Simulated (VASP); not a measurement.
Runs of VASP 6.6.1 on Sb. The structure is that of space group Fd-3m (No. 227), or close to it. The cells are those of the table. 

```csv
task,cell,k mesh,cutoff (eV),gap on the mesh (eV),pressure (GPa)
single point,"a = 4.921 Å, angles 60.0°, 2 atoms",9 × 9 × 9,520,none,1.3
single point,"a = 5.180 Å, angles 60.0°, 2 atoms",9 × 9 × 9,520,none,-2.7
single point,"a = 4.988 Å, angles 60.0°, 2 atoms",13 × 13 × 13,520,none,-0.1
relaxation of cell and atoms,"relaxed from a = 4.700 Å, angles 60.0°, 2 atoms",8 × 8 × 8,600,none,0.0
single point,"a = 4.851 Å, angles 60.0°, 2 atoms",9 × 9 × 9,520,none,2.8
single point,"a = 4.988 Å, angles 60.0°, 2 atoms",8 × 8 × 8,520,none,0.0
single point,"a = 5.118 Å, angles 60.0°, 2 atoms",9 × 9 × 9,520,none,(b)
single point,"a = 4.780 Å, angles 60.0°, 2 atoms",9 × 9 × 9,520,none,(a)
```

Alike in all rows: level revPBE; potentials or basis VASP PAW PBE potentials, release 64 (Sb); no spin polarisation; smearing fermi-dirac 0.1 eV.

Fill in the values left out.

(a) 4.8; (b) -2.0.

Caveats: the PAW data sets were made with another functional, which shifts forces and pressure a little; spin-orbit coupling is left out, which moves the levels of the heavy elements.

A k mesh can miss the band edges, and the runs leave out spin-orbit coupling on Sb.

A gap of «none» marks levels without a gap at the run's occupations.
